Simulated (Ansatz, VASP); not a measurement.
**Two plane-wave programs on TiSi16**

```
Si Ti
1.0
     0.00000    5.43000    5.43000
     5.43000    0.00000    5.43000
     5.43000    5.43000    0.00000
Si Ti
16 1
Direct
  0.00729 0.00735 0.99836
  0.12711 0.12717 0.13177
  0.00269 0.00276 0.50228
  0.12617 0.12625 0.62574
  0.00827 0.50012 0.99963
  0.14144 0.62441 0.12391
  0.00729 0.49885 0.50684
  0.12711 0.63224 0.62668
  0.50005 0.00834 0.99964
  0.62435 0.14150 0.12392
  0.49878 0.00736 0.50685
  0.63217 0.12718 0.62669
  0.50482 0.50488 0.00434
  0.62568 0.62574 0.12524
  0.50006 0.50013 0.50782
  0.62434 0.62442 0.64098
  0.75429 0.75435 0.25385
```

Alike in both runs: functional PBE; k mesh 2 × 2 × 2; occupations fermi-dirac, width 0.05 eV; no spin polarisation.

Ansatz relaxed the structure, and its values are those at the end. VASP's run is a single point on that final structure, the one shown.

```csv
,VASP,Ansatz
version,VASP 6.6.1,Ansatz 0.2.0
potentials or method,"VASP PAW PBE potentials, release 64 (Si, Ti_sv), cutoff 400 eV","scalar-relativistic, plane waves, PAW"
valence electrons in the cell,76,76
```

|  | VASP | Ansatz | Ansatz less VASP |
| --- | --- | --- | --- |
| rms of the force components (eV/Å) | 0.010 | 0.010 | +0.0001 |

With one functional, cell and mesh, what is left measures potentials, basis and numerics.

The k mesh is coarse, so the values compare programs but aren't converged.
